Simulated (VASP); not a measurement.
Cu, 1 atom in the cell. It takes space group I4/mmm (No. 139, tetragonal). Conventional cell: a = 2.700 Å, b = 2.700 Å, c = 2.651 Å, α = 90.00°, β = 90.00°, γ = 90.00°. Within 3.1 Å of Cu (site symmetry 4/mmm) lie 14 Cu at 2.32 to 2.70 Å. 

| Item | Value |
| --- | --- |
| Program | VASP 6.6.1 |
| Task | single point |
| Functional | PBEsol |
| Potentials or basis | VASP PAW PBE potentials, release 64 (Cu) |
| Cutoff | 520 eV |
| k mesh | 15 × 15 × 15 |
| Occupations | methfessel-paxton, width 0.1 eV |
| Spin | no spin polarisation |
| Dipole correction | no |
| Further INCAR settings | ALGO = Normal; EDIFF = 1e-07; NBANDS = 12 |

Potentials or basis: VASP PAW PBE potentials, release 64 (Cu).

Launch:

```sh
$ cat potpaw_PBE.64/Cu/POTCAR > POTCAR
$ mpirun -np 1 vasp_std > vasp.out
```

Hardware: 1 thread of Intel Xeon 8259CL (shared host).

Problem. How long does it take, and how much memory?

Solution. Wall time 49 s on 1 thread of Intel Xeon 8259CL, with other jobs on the host, peak memory 0.14 GiB. Counts: scf iterations 12, k points 288.
